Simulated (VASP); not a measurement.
Input of a VASP 6.6.1 run:

INCAR

```
PREC     = Accurate       # precision mode
ENCUT    = 520            # plane-wave cutoff, eV
EDIFF    = 1E-6           # SCF threshold, eV
ISMEAR   = 0              # smearing method
SIGMA    = 0.05           # smearing width, eV
LREAL    = Auto         
LASPH    = T              # aspherical terms in the spheres
NELM     = 100            # most SCF steps
ALGO     = Normal         # electronic algorithm
ISIF     = 2              # what is computed and relaxed
LWAVE    = F              # write WAVECAR
LCHARG   = T              # write CHGCAR
GGA      = CA             # functional
LELF     = T              # ELF
LVHAR    = T            
NBANDS   = 91             # bands
```

The input KPOINTS:

```
regular mesh
0
Gamma
  3 3 1
```

The input POSCAR:

```
HW8C8Cl
1.0
    5.7868000837     -0.0000000483      0.0000000000
   -2.8934000837      5.0115159517      0.0000000000
    0.0000000000      0.0000000000     16.2472500000
W C Cl H
8 8 1 1
Direct
   -0.0000000050      0.0000000050      0.0615488800
    0.0007474022     -0.0009315874      0.2332542514
   -0.0000000050      0.4999999900      0.0615488800
    0.0007474022      0.5016789896      0.2332542514
    0.5000000000      0.0000000000      0.0615488800
    0.5089475130      0.0044737565      0.2300070618
    0.4999999900      0.4999999950      0.0615488800
    0.5036886478      0.5018443239      0.2379753599
    0.3361119732      0.1695420551      0.1423385453
    0.3241419621      0.1490275946      0.3096557519
    0.3361119732      0.6665699181      0.1423385453
    0.3241419621      0.6751143675      0.3096557519
    0.8353938847      0.1676969424      0.1403812017
    0.8495186215      0.1747593108      0.3069398136
    0.8290856129      0.6645428065      0.1416887002
    0.8502143655      0.6751071828      0.3025953864
    0.3706514801      0.9353257401      0.3849582185
   -0.1366167824      1.1816916088      0.3740566798
```

Potentials or basis: VASP PAW LDA potentials, release 64 (W_sv, C, Cl, H).

Run with:

```bash
$ cat potpaw_LDA.64/W_sv/POTCAR potpaw_LDA.64/C/POTCAR potpaw_LDA.64/Cl/POTCAR potpaw_LDA.64/H/POTCAR > POTCAR
$ mpirun -np 1 vasp_std > vasp.out
```

(1) Estimate the band gap on the k mesh.

(2) What does it give for the largest force?

Answers

(1) zero (bands 76 and 77 overlap by 0.50 eV).

(2) 0.341 eV/Å.

Caveat: the k points lie up to 0.42 Å⁻¹ apart; there is no dipole correction, which matters where the two faces differ; spin-orbit coupling is left out, which moves the levels of the heavy elements.
